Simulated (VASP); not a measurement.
# Cu (I4/mmm) in VASP: further runs

Runs on Cu. Level: LDA. Tasks: single point.

All numbers are computed with VASP 6.6.1; they aren't measurements. Logs are shortened: lines on timing, memory, paths and dates and some standing lists are left out, and cuts for length are marked.

## 1. The cell of the first run

The structure is tetragonal, space group I4/mmm (No. 139). The conventional cell has a = 2.958 Å, b = 2.958 Å, c = 2.752 Å, α = 90.00°, β = 90.00°, γ = 90.00°. Cu (site symmetry 4/mmm) has 14 Cu at 2.50 to 2.96 Å within 3.3 Å.

## 2. Single point, LDA (strain +0.0250 x Voigt [1, 1, 0, 0, 0, 0])

File INCAR:

```
SYSTEM = Cu
ALGO = Fast
EDIFF = 1E-6
ENCUT = 520
ISIF = 2
ISMEAR = 0
LASPH = .TRUE.
LCHARG = .FALSE.
LREAL = .FALSE.
LWAVE = .FALSE.
NBANDS = 12
NELM = 80
PREC = Accurate
SIGMA = 0.15
```

File KPOINTS:

```
k-points
0
G
  24 24 24
  0 0 0
```

File POSCAR:

```
Cu
1.0
   -1.4788631530      1.4788631530      1.3760814500
    1.4788631530     -1.4788631530      1.3760814500
    1.4788631530      1.4788631530     -1.3760814500
Cu
1
Direct
    0.0000000000      0.0000000000      0.0000000000
```

Potentials or basis: VASP PAW LDA potentials, release 64 (Cu).

The run is started by

```console
$ cat potpaw_LDA.64/Cu/POTCAR > POTCAR
$ mpirun -np 1 vasp_std > vasp.out
```

OUTCAR:

```text
SYSTEM = Cu
   EDIFF = 1E-6
   ENCUT = 520
   ISIF = 2
   ISMEAR = 0
   LASPH = .TRUE.
   LREAL = .FALSE.
   NELM = 80
   PREC = Accurate

 ion  position               nearest neighbor table
   1  0.000  0.000  0.000-

  LATTYP: Found a body centered tetragonal cell.
 ALAT       =     2.9577263060
 C/A-ratio  =     0.9304995173

  Lattice vectors:

 A1 = (  -1.4788631530,   1.4788631530,   1.3760814500)
 A2 = (   1.4788631530,  -1.4788631530,   1.3760814500)
 A3 = (   1.4788631530,   1.4788631530,  -1.3760814500)

Analysis of symmetry for initial positions (statically):
=====================================================================
 Subroutine PRICEL returns:
 Original cell was already a primitive cell.

 Routine SETGRP: Setting up the symmetry group for a
 body centered tetragonal supercell.

 Subroutine GETGRP returns: Found 16 space group operations
 (whereof 16 operations were pure point group operations)
 out of a pool of 16 trial point group operations.

The static configuration has the point symmetry D_4h.

Analysis of symmetry for dynamics (positions and initial velocities):
=====================================================================
 Subroutine PRICEL returns:
 Original cell was already a primitive cell.

 Routine SETGRP: Setting up the symmetry group for a
 body centered tetragonal supercell.

 Subroutine GETGRP returns: Found 16 space group operations
 (whereof 16 operations were pure point group operations)
 out of a pool of 16 trial point group operations.

The dynamic configuration has the point symmetry D_4h.

 Subroutine INISYM returns: Found 16 space group operations
 (whereof 16 operations are pure point group operations),
 and found     1 'primitive' translations

----------------------------------------------------------------------------------------

                                     Primitive cell

  volume of cell :      12.0382

  direct lattice vectors                    reciprocal lattice vectors
    -1.478863153  1.478863153  1.376081450     0.000000000  0.338097544  0.363350585
     1.478863153 -1.478863153  1.376081450     0.338097544  0.000000000  0.363350585
     1.478863153  1.478863153 -1.376081450     0.338097544  0.338097544  0.000000000

  length of vectors
     2.503532026  2.503532026  2.503532026     0.496320055  0.496320055  0.478142132

  position of ions in fractional coordinates (direct lattice)
     0.000000000  0.000000000  0.000000000

  ion indices of the primitive-cell ions
   primitive index   ion index
[... 81 lines left out ...]
   POTIM  = 0.5000    time-step for ionic-motion
   TEBEG  =    0.0;   TEEND  =   0.0 temperature during run
   PSTRESS=    0.0 pullay stress
   NELECT =      11.0000    total number of electrons
   NUPDOWN=      -1.0000    fix difference up-down
   EMIN   =  10.00;   EMAX   =-10.00  energy-range for DOS
   EFERMI =   0.00;   METHOD = LEGACY
   ISMEAR =     0;   SIGMA  =   0.15  broadening in eV -4-tet -1-fermi 0-gaus
   EFERMI_NEDOS =   21; number of points for ismear=-14 and -15
   IALGO  =     68    algorithm
   IMIX   =      4    mixing-type and parameters
     AMIX     =   0.40;   BMIX     =  1.00
     AMIX_MAG =   1.60;   BMIX_MAG =  1.00
  volume/ion in A,a.u.               =      12.04        81.24
  Fermi-wavevector in a.u.,A,eV,Ry     =   1.588616  3.002050 34.337048  2.523702
  Thomas-Fermi vector in A             =   2.687592
   LORBIT       =      0    0 simple, 1 ext, 2 COOP (PROOUT), +10 PAW based schemes
   GGA     = CA    functional components
   LHFCALC =     F    Hartree Fock is set to
   AEXX    =    0.0000 exact exchange contribution
   IVDW    =     0    specifies the selected vdW correction
   LEPSILON=     F    determine dielectric tensor
   LRPA    =     F    only Hartree local field effects (RPA)
 non-spin polarized calculation
 RMM-DIIS sequential band-by-band and
 Gauss-broadening in eV      SIGMA  =   0.15
  energy-cutoff  :      520.00
  volume of cell :       12.04
 maximum number of plane-waves:       338
   NGX =  9   NGY =  9   NGZ =  9

 number of electron      10.9999991 magnetization

 Free energy of the ion-electron system (eV)
  ---------------------------------------------------
  ext. energy  EPLUGINS =         0.00000000
  ---------------------------------------------------
  free energy    TOTEN  =        -4.62228130 eV

  energy without entropy =       -4.61784857  energy(sigma->0) =       -4.62006493

 E-fermi :   7.0969     XC(G=0): -12.9919

 val. band max:        7.0965231917   @ k =   0.5000   0.2917   0.0417
 cond. band min:       7.0998374675   @ k =   0.5000   0.1667   0.0833
 fundamental gap:      0.0033142758
 Fermi energy:         7.0968500298

 k-point     1 :       0.0000    0.0000    0.0000
  band No.  band energies     occupation
      1      -2.0974      2.00000
      2       3.8341      2.00000
      3       4.1189      2.00000
      4       4.1189      2.00000
      5       4.8377      2.00000
      6       5.1404      2.00000
      7      31.1596      0.00000
      8      31.1596      0.00000
      9      33.2157      0.00000
     10      34.7888      0.00000
     11      34.8028      0.00000
     12      35.0806      0.00000
[... 331 lines left out ...]
 k-point    24 :       0.4583    0.0417    0.0000
  band No.  band energies     occupation
      1       2.1915      2.00000
      2       3.2264      2.00000
      3       4.9460      2.00000
      4       5.2115      2.00000
      5       5.5947      2.00000
      6       6.9020      1.93387
      7      11.7386      0.00000
      8      23.0833      0.00000
      9      23.7567      0.00000
     10      28.1940      0.00000
     11      30.9097      0.00000
     12      39.5628      0.00000

 [... further k-points ...]

------------------------ aborting loop because EDIFF is reached ----------------------------------------

  FORCE on cell =-STRESS in cart. coord.  units (eV):
  Direction    XX          YY          ZZ          XY          YZ          ZX
  --------------------------------------------------------------------------------------
  -------------------------------------------------------------------------------------
  Total       -0.9779998     -0.9779998     -0.9999210      0.0000000      0.0000000      0.0000000
  in kB     -130.1635060   -130.1635060   -133.0810297      0.0000000      0.0000000      0.0000000
  external PRESSURE =    -131.1360139 kB  Pullay stress =       0.0000000 kB

 VOLUME and BASIS-vectors are now :
 -----------------------------------------------------------------------------
  energy-cutoff  :      520.00
  volume of cell :       12.04
      direct lattice vectors                 reciprocal lattice vectors
    -1.478863153  1.478863153  1.376081450     0.000000000  0.338097544  0.363350585
     1.478863153 -1.478863153  1.376081450     0.338097544  0.000000000  0.363350585
     1.478863153  1.478863153 -1.376081450     0.338097544  0.338097544  0.000000000

 POSITION                                       TOTAL-FORCE (eV/Angst)
 -----------------------------------------------------------------------------------
      0.00000      0.00000      0.00000         0.000000     -0.000000      0.000000
 -----------------------------------------------------------------------------------
    total drift:                                0.000000     -0.000000      0.000000

  FREE ENERGIE OF THE ION-ELECTRON SYSTEM (eV)
  ---------------------------------------------------
  free  energy   TOTEN  =        -4.6222812965 eV

  energy  without entropy=       -4.6178485672  energy(sigma->0) =       -4.62006493
```

Run time: 59 s. Hardware: 1 thread of Intel Xeon 6975P-C (Granite Rapids), shared host; peak memory 0.25 GiB.

What came out:

* Free energy: -4.6223 eV
* Pressure: -13.1 GPa
* Band gap on the k mesh: zero (an odd number of electrons rules out a gap without spin polarisation)

Caveat: the cell differs from its parent crystal (strain +0.0250 x Voigt [1, 1, 0, 0, 0, 0]); the cell stands under tension.

## 3. Single point, LDA (strain -0.1000 x Voigt [1, 1, 0, 0, 0, 0])

File INCAR:

```
ALGO     = Normal         # electronic algorithm
EDIFF    = 1E-6           # SCF threshold, eV
ENCUT    = 520            # plane-wave cutoff, eV
GGA      = CA             # functional
ISIF     = 2              # what is computed and relaxed
ISMEAR   = 0              # smearing method
LASPH    = True           # aspherical terms in the spheres
LCHARG   = False          # write CHGCAR
LREAL    = False          # projectors in reciprocal space
LWAVE    = False          # write WAVECAR
NBANDS   = 12             # bands
NELM     = 80             # most SCF steps
PREC     = Accurate       # precision mode
SIGMA    = 0.15           # smearing width, eV
```

File KPOINTS:

```
k-points
0
Gamma
  24 24 24
```

File POSCAR:

```
Cu
1.0
   -1.2985139880      1.2985139880      1.3760814500
    1.2985139880     -1.2985139880      1.3760814500
    1.2985139880      1.2985139880     -1.3760814500
Cu
1
Direct
    0.0000000000      0.0000000000      0.0000000000
```

Potentials or basis: VASP PAW LDA potentials, release 64 (Cu).

The run is started by

```console
$ cat potpaw_LDA.64/Cu/POTCAR > POTCAR
$ mpirun -np 1 vasp_std > vasp.out
```

Run time: 37 s. Hardware: 1 thread of Intel Xeon 6975P-C (Granite Rapids), shared host; peak memory 0.21 GiB.

Results (log left out):

```yaml
Free_energy: -4.4600 eV
Pressure: 46.6 GPa
Band_gap_on_the_k_mesh: zero (an odd number of electrons rules out a gap without spin polarisation)
```

Stress tensor (GPa, compression positive):
```
46.25  0.00  0.00
 0.00 46.25  0.00
 0.00  0.00 47.37
```

Levels at points of the mesh, in eV from the Fermi level:
```tsv
k point	band 3	band 4	band 5	band 6	band 7	band 8	band 9	band 10
(0.00, 0.00, 0.00)	-4.21	-3.90	-2.84	-2.52	26.42	27.74	27.74	32.35
(0.50, 0.00, 0.00)	-2.90	-2.45	-1.62	-1.47	5.52	19.96	21.31	25.05
(0.50, 0.50, 0.00)	-2.49	-2.38	-1.56	-0.94	6.23	18.43	19.31	23.54
(0.50, 0.50, 0.50)	-1.89	-1.81	-1.81	7.59	10.10	10.10	14.74	16.32
```

Caveat: the cell differs from its parent crystal (strain -0.1000 x Voigt [1, 1, 0, 0, 0, 0]); the cell stands under pressure.
